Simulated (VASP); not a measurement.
A run of VASP 6.6.1 is set up as follows.

File INCAR:

```
PREC     = Accurate       # precision mode
ENCUT    = 520            # plane-wave cutoff, eV
EDIFF    = 1E-6           # SCF threshold, eV
ISMEAR   = 0              # smearing method
SIGMA    = 0.1            # smearing width, eV
LREAL    = F              # projectors in reciprocal space
LASPH    = T              # aspherical terms in the spheres
NELM     = 100            # most SCF steps
ALGO     = Normal         # electronic algorithm
ISIF     = 2              # what is computed and relaxed
LWAVE    = F              # write WAVECAR
LCHARG   = T              # write CHGCAR
GGA      = PS             # functional
LELF     = T              # ELF
LVHAR    = T            
NBANDS   = 13             # bands
```

File KPOINTS:

```
Automatic mesh
0
Gamma
  6 6 6
```

Contents of POSCAR:

```
Si
1.0
    1.6132183877      0.9313920704      7.7965832421
   -1.6132183877      0.9313920704      7.7965832421
    0.0000000000     -1.8627841408      7.7965832421
Si
3
Direct
    0.0000000000      0.0000000000      0.0000000000
    0.2222200000      0.2222200000      0.2222200000
    0.7777800000      0.7777800000      0.7777800000
```

Potentials or basis: VASP PAW PBE potentials, release 64 (Si).

Command:

```bash
$ cat potpaw_PBE.64/Si/POTCAR > POTCAR
$ mpirun -np 1 vasp_std > vasp.out
```

Task: Estimate the band gap on the k mesh.

Result: Zero (band 6 reaches 9.93 eV, above the bottom of band 7 at 2.94 eV).

Task: What does it give for the pressure?

Result: -16.4 GPa.

Forces on the atoms (eV/Å):
```
Si   0.000  0.000  0.000
Si   0.000  0.000  0.031
Si   0.000  0.000 -0.031
```

Caveat: the k points lie up to 0.38 Å⁻¹ apart; the PAW data sets were made with another functional, which shifts forces and pressure a little.
